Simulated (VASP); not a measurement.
Here is a VASP 6.6.1 calculation.

File INCAR:

```
SYSTEM = ZnS
PREC = Accurate
ENCUT = 520
EDIFF = 1E-7
ISMEAR = -1
SIGMA = 0.08
LREAL = .FALSE.
LASPH = .TRUE.
NELM = 100
ALGO = Normal
ISIF = 2
LWAVE = .FALSE.
LCHARG = .FALSE.
GGA = PE
NBANDS = 16
```

File KPOINTS:

```
regular mesh
0
G
  14 14 14
  0 0 0
```

POSCAR

```
ZnS
1.0
    0.0000000000      2.3688444887      2.3688444887
    2.3688444887      0.0000000000      2.3688444887
    2.3688444887      2.3688444887      0.0000000000
Zn S
1 1
Direct
    0.0000000000      0.0000000000      0.0000000000
    0.5000000000      0.5000000000      0.5000000000
```

Potentials or basis: VASP PAW PBE potentials, release 64 (Zn, S).

The run is started by

```bash
$ cat potpaw_PBE.64/Zn/POTCAR potpaw_PBE.64/S/POTCAR > POTCAR
$ mpirun -np 1 vasp_std > vasp.out
```

Task: What does it give for the band gap on the k mesh?

Result: Zero (band 9 reaches 6.47 eV, above the bottom of band 10 at 6.09 eV).

Task: What does it give for the pressure?

Result: 32.2 GPa.
